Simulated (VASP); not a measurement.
Write the native input for VASP 6.6.1 that does the following.

| Item | Value |
| --- | --- |
| Task | single point |
| Functional | r2SCAN |
| Dispersion | D3(BJ) |
| Potentials or basis | VASP PAW PBE potentials, release 64 (Pb_d, Se) |
| Cutoff | 520 eV |
| k mesh | 5 × 5 × 5 |
| Occupations | fermi-dirac, width 0.1 eV |
| Spin | no spin polarisation |
| Dipole correction | no |
| Further INCAR settings | ALGO = Normal; EDIFF = 1e-07; NBANDS = 17 |

The system is PbSe.

```xyz
2
Lattice="0.0000 3.1029 3.1029 3.1029 0.0000 3.1029 3.1029 3.1029 0.0000" Properties=species:S:1:pos:R:3 pbc="T T T"
Pb    0.0000    0.0000    0.0000
Se    3.1029    3.1029    3.1029
```

The input as run:

POSCAR

```
PbSe
1.0
    0.0000000000      3.1029050000      3.1029050000
    3.1029050000      0.0000000000      3.1029050000
    3.1029050000      3.1029050000      0.0000000000
Pb Se
1 1
Direct
    0.0000000000      0.0000000000      0.0000000000
    0.5000000000      0.5000000000      0.5000000000
```

INCAR.step1

```
SYSTEM = PbSe
  PREC = Accurate
  ENCUT = 520
  ISMEAR = -1
  SIGMA = 0.1
  LREAL = .False.
  LASPH = .True.
  NELM = 80
  NBANDS = 17
  GGA = PE
  ALGO = Normal
  EDIFF = 1E-4
  LWAVE = .True.
  LCHARG = .False.
```

INCAR.step2

```
SYSTEM = PbSe
  PREC = Accurate
  ENCUT = 520
  EDIFF = 1E-7
  ISMEAR = -1
  SIGMA = 0.1
  LREAL = .False.
  LASPH = .True.
  NELM = 80
  ALGO = Normal
  ISIF = 2
  LWAVE = .False.
  LCHARG = .False.
  METAGGA = R2SCAN
  LMIXTAU = .True.
  IVDW = 12
  VDW_S6 = 1.0
  VDW_S8 = 0.78981345
  VDW_A1 = 0.49484001
  VDW_A2 = 5.73083694
  NBANDS = 17
  ISTART = 1
```

KPOINTS

```
Automatic mesh
0
Gamma
  5 5 5
  0 0 0
```

Potentials or basis: VASP PAW PBE potentials, release 64 (Pb_d, Se).

Run with:

```sh
$ cat potpaw_PBE.64/Pb_d/POTCAR potpaw_PBE.64/Se/POTCAR > POTCAR
$ cp INCAR.step1 INCAR
$ mpirun -np 1 vasp_std > vasp.out
$ cp INCAR.step2 INCAR
$ mpirun -np 1 vasp_std > vasp.out
```

Results of the run:

```yaml
Pressure: -1.7 GPa
Dispersion_energy_per_atom: -0.166 eV
```

Caveat: three body term missing; the PAW data sets were made with another functional, which shifts forces and pressure a little.

Wall time 80 s on 1 thread of AMD EPYC 7R13, with other jobs on the host, peak memory 0.19 GiB.
